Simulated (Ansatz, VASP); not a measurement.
## TiSi2: VASP beside Ansatz

The input INCAR:

```
SYSTEM = TiSi2
  ALGO = Normal
  EDIFF = 1E-6
  ENCUT = 520
  GGA = PS
  ISIF = 2
  ISMEAR = 0
  LASPH = .True.
  LCHARG = .False.
  LREAL = .False.
  LWAVE = .False.
  NBANDS = 29
  NELM = 80
  PREC = Accurate
  SIGMA = 0.15
```

The input KPOINTS:

```
k-points
0
Gamma
  14 14 12
  0 0 0
```

File POSCAR:

```
TiSi2
1.0
    1.6809687943     -6.9131175815      0.0000000000
    1.6809687943      6.9131175815      0.0000000000
    0.0000000000      0.0000000000      3.3989244443
Ti Si
2 4
Direct
    0.8975108623      0.1024891377      0.7500000000
    0.1024891377      0.8975108623      0.2500000000
    0.5599809709      0.4400190291      0.7500000000
    0.4400190291      0.5599809709      0.2500000000
    0.2497198722      0.7502801278      0.7500000000
    0.7502801278      0.2497198722      0.2500000000
```

Input for Ansatz:

```yaml
crystal:
  lattice:
    - [1.6809687943, -6.9131175815, 0.0]
    - [1.6809687943, 6.9131175815, 0.0]
    - [0.0, 0.0, 3.3989244443]
  atoms:
    - { symbol: Ti, position: [0.8975108623, 0.1024891377, 0.75] }
    - { symbol: Ti, position: [0.1024891377, 0.8975108623, 0.25] }
    - { symbol: Si, position: [0.5599809709, 0.4400190291, 0.75] }
    - { symbol: Si, position: [0.4400190291, 0.5599809709, 0.25] }
    - { symbol: Si, position: [0.2497198722, 0.7502801278, 0.75] }
    - { symbol: Si, position: [0.7502801278, 0.2497198722, 0.25] }
basis:
  ecutwfc: 520.0
kpoints:
  mp_grid: { grid: [14, 14, 12] }
hamiltonian:
  xc: pbesol
  pseudopotentials: { kind: paw, azcp: { folder: soft_1 } }
scf:
  occupations: { method: gaussian, width: 0.15 }
output:
  forces: true
  stress: true
  eigenvalues: true
```

Change from the starting cell: volume 13.166 Å^3 an atom, stretch along b over the lengths across it, relative to the relaxed cell 1.0835.

Alike in both runs: task single point; functional PBEsol; k mesh 14 × 14 × 12; occupations gaussian, width 0.15 eV; no spin polarisation.

```csv
,VASP,Ansatz
version,VASP 6.6.1,Ansatz 0.2.0
potentials or method,"VASP PAW PBE potentials, release 64 (Ti_sv, Si), cutoff 520 eV","scalar-relativistic, plane waves, PAW"
valence electrons in the cell,40,40
```

```csv
,VASP,Ansatz,Ansatz less VASP
gap on the k mesh at the Fermi level (eV),none,none,-
pressure (GPa),12.4,12.2,-0.14
"traceless stress, the component that is largest in VASP (GPa)",-15.48,-15.41,+0.066
rms of the force components (eV/Å),0.223,0.223,0.0000
```

VASP's potentials were made for PBE, not for PBEsol, and Ansatz warns of the same on its side. Atom by atom the forces differ by 0.000 eV/Å (rms over components). A gap of «none» marks a metal or a gap that the smearing closes. The functional is the same, so the differences come from potentials, cutoffs and numerics.
